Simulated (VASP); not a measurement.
Input of a VASP 6.6.1 run:

The input INCAR:

```
PREC     = Accurate       # precision mode
ENCUT    = 600            # plane-wave cutoff, eV
EDIFF    = 1E-6           # SCF threshold, eV
ISMEAR   = 0              # smearing method
SIGMA    = 0.1            # smearing width, eV
LREAL    = F              # projectors in reciprocal space
LASPH    = T              # aspherical terms in the spheres
NELM     = 80             # most SCF steps
ALGO     = Normal         # electronic algorithm
ISIF     = 3              # what is computed and relaxed
LWAVE    = F              # write WAVECAR
LCHARG   = F              # write CHGCAR
GGA      = PS             # functional
IBRION   = 2              # ionic algorithm
NSW      = 100            # ionic steps
EDIFFG   = -0.002         # ionic threshold
```

KPOINTS

```
regular mesh
0
Gamma
  14 14 14
```

File POSCAR:

```
Sb
1.0
    3.0833436100      0.0000000000      0.0000000000
    0.0000000000      3.0833436100      0.0000000000
    0.0000000000      0.0000000000      3.0833436100
Sb
1
Direct
    0.0000000000      0.0000000000      0.0000000000
```

Potentials or basis: VASP PAW PBE potentials, release 64 (Sb).

The run is started by

```bash
$ cat potpaw_PBE.64/Sb/POTCAR > POTCAR
$ mpirun -np 1 vasp_std > vasp.out
```

Q: Predict the relaxed cell.

A: a = 3.063 Å, b = 3.063 Å, c = 3.063 Å, α = 90.00°, β = 90.00°, γ = 90.00°.

Q: Predict the space group after relaxing (to 0.05 Å).

A: Pm-3m (No. 221).

Q: Estimate the relaxed volume.

A: 28.75 Å³/atom.

Final structure:
```
CELL_PARAMETERS angstrom
3.06334 0.00000 0.00000
0.00000 3.06334 0.00000
0.00000 0.00000 3.06334
ATOMIC_POSITIONS crystal
Sb 0.00000 0.00000 0.00000
```

Caveat: the PAW data sets were made with another functional, which shifts forces and pressure a little.
